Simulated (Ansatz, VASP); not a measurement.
# One calculation of TiTe2, two programs

File INCAR:

```
ALGO = Normal
EDIFF = 1E-8
ENCUT = 520
GGA = PS
ISIF = 2
ISMEAR = -1
LASPH = True
LCHARG = False
LEFG = True
LREAL = False
LWAVE = False
NBANDS = 19
NELM = 100
PREC = Accurate
SIGMA = 0.03
```

Contents of KPOINTS:

```
k-points
0
Gamma
  13 13 7
```

Contents of POSCAR:

```
TiTe2
1.0
    3.7516511246      0.0000000000      0.0000000000
   -1.8758255623      3.2490251800      0.0000000000
    0.0000000000      0.0000000000      6.4543879477
Ti Te
1 2
Direct
    0.0000000000      0.0000000000      0.0000000000
    0.6666666667      0.3333333333      0.2628000000
    0.3333333333      0.6666666667      0.7372000000
```

Input for Ansatz:

```yaml
crystal:
  lattice:
    - [3.7516511246, 0.0, 0.0]
    - [-1.8758255623, 3.24902518, 0.0]
    - [0.0, 0.0, 6.4543879477]
  atoms:
    - { symbol: Ti, position: [0.0, 0.0, 0.0] }
    - { symbol: Te, position: [0.6666666667, 0.3333333333, 0.2628] }
    - { symbol: Te, position: [0.3333333333, 0.6666666667, 0.7372] }
kpoints:
  mp_grid: { grid: [13, 13, 7] }
scf:
  occupations: { method: fermi_dirac, width: 0.03 }
hamiltonian:
  xc: pbesol
  pseudopotentials: { kind: all_electron, datasets: crystal }
output:
  forces: true
  stress: true
  eigenvalues: true
  efg: { contact_densities: true }
```

Change from the starting cell: volume scaled by 0.98, crystal datasets.

Alike in both runs: task electric field gradients; functional PBEsol; k mesh 13 × 13 × 7; occupations fermi-dirac, width 0.03 eV; no spin polarisation.

|  | VASP | Ansatz |
| --- | --- | --- |
| version | VASP 6.6.1 | Ansatz 0.2.0 |
| potentials or method | VASP PAW PBE potentials, release 64 (Ti_sv, Te), cutoff 520 eV | all-electron PAW with datasets made for the crystal, scalar-relativistic |

Ansatz gave:

| Property | Result |
| --- | --- |
| pressure (GPa) | -1.0 |
| traceless stress, the component that is largest in VASP (GPa) | 0.81 |
| rms of the force components (eV/Å) | 0.030 |
| size of Vzz on the site where it differs most (V/Å²) | 64.3 |

Task: What did VASP give for the same quantities?

Result: Pressure (GPa): -1.0; traceless stress, the component that is largest in VASP (GPa): 0.82; rms of the force components (eV/Å): 0.039; size of Vzz on the site where it differs most (V/Å²): 60.3.

VASP's potentials were made for PBE, not for PBEsol. Atom by atom the forces differ by 0.009 eV/Å (rms over components). Ansatz ran all-electron here, and VASP with PAW potentials.

Neither program's run includes spin-orbit coupling.
